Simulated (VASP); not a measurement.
Wanted: the native input for a VASP 6.6.1 run.

- Task: single point
- Functional: HSE06
- Potentials or basis: VASP PAW PBE potentials, release 64 (Cu)
- Cutoff: 520 eV
- k mesh: 8 × 8 × 8
- Occupations: fermi-dirac, width 0.05 eV
- Spin: no spin polarisation
- Dipole correction: no
- Grid for exact exchange (PRECFOCK): Normal
- Further INCAR settings: ALGO = Normal; EDIFF = 1e-06; NBANDS = 12
- Share of exact exchange: 0.25
- Screening parameter: 0.2079 1/Å

Cu:

```xyz
1
Lattice="0.0000 1.7831 1.7831 1.7831 0.0000 1.7831 1.7831 1.7831 0.0000" Properties=species:S:1:pos:R:3 pbc="T T T"
Cu    0.0000    0.0000    0.0000
```

The input as run:

POSCAR

```
Cu
1.0
    0.0000000000      1.7830713297      1.7830713297
    1.7830713297      0.0000000000      1.7830713297
    1.7830713297      1.7830713297      0.0000000000
Cu
1
Direct
    0.0000000000      0.0000000000      0.0000000000
```

INCAR.step1

```
SYSTEM = Cu
ALGO     = Normal         ! electronic algorithm
EDIFF    = 1E-5           ! SCF threshold, eV
ENCUT    = 520            ! plane-wave cutoff, eV
GGA      = PE             ! functional
GGA_COMPAT= .False.      
ISIF     = 2              ! what is computed and relaxed
ISMEAR   = -1             ! smearing method
LASPH    = .True.         ! aspherical terms in the spheres
LCHARG   = .False.        ! write CHGCAR
LREAL    = .False.        ! projectors in reciprocal space
LWAVE    = .True.         ! write WAVECAR
NBANDS   = 12             ! bands
NELM     = 120            ! most SCF steps
PREC     = Accurate       ! precision mode
SIGMA    = 0.05           ! smearing width, eV
```

INCAR.step2

```
SYSTEM = Cu
ALGO     = Normal         ! electronic algorithm
EDIFF    = 1E-6           ! SCF threshold, eV
ENCUT    = 520            ! plane-wave cutoff, eV
GGA      = PE             ! functional
GGA_COMPAT= .False.      
HFSCREEN = 0.2079         ! screening, 1/A
ISIF     = 2              ! what is computed and relaxed
ISMEAR   = -1             ! smearing method
ISTART   = 1            
LASPH    = .True.         ! aspherical terms in the spheres
LCHARG   = .False.        ! write CHGCAR
LHFCALC  = .True.         ! exact exchange
LREAL    = .False.        ! projectors in reciprocal space
LWAVE    = .False.        ! write WAVECAR
NBANDS   = 12             ! bands
NELM     = 120            ! most SCF steps
PREC     = Accurate       ! precision mode
PRECFOCK = Normal       
SIGMA    = 0.05           ! smearing width, eV
```

KPOINTS

```
k-points
0
Gamma
  8 8 8
  0 0 0
```

Potentials or basis: VASP PAW PBE potentials, release 64 (Cu).

Run with:

```console
$ cat potpaw_PBE.64/Cu/POTCAR > POTCAR
$ cp INCAR.step1 INCAR
$ mpirun -np 1 vasp_std > vasp.out
$ cp INCAR.step2 INCAR
$ mpirun -np 1 vasp_std > vasp.out
```

Results of the run:

```yaml
Pressure: 9.2 GPa
Band_gap_on_the_k_mesh: zero (an odd number of electrons rules out a gap without spin polarisation)
```

Caveat: the k points lie up to 0.38 Å⁻¹ apart, too coarse for converged energies and pressures of a metal; the PAW data sets were made with another functional, which shifts forces and pressure a little.

Wall time 27 min on 1 thread of Intel(R) Xeon(R) Platinum 8259CL CPU @ 2.50GHz (Skylake/Cascade Lake), on a shared host, peak memory 0.24 GiB.
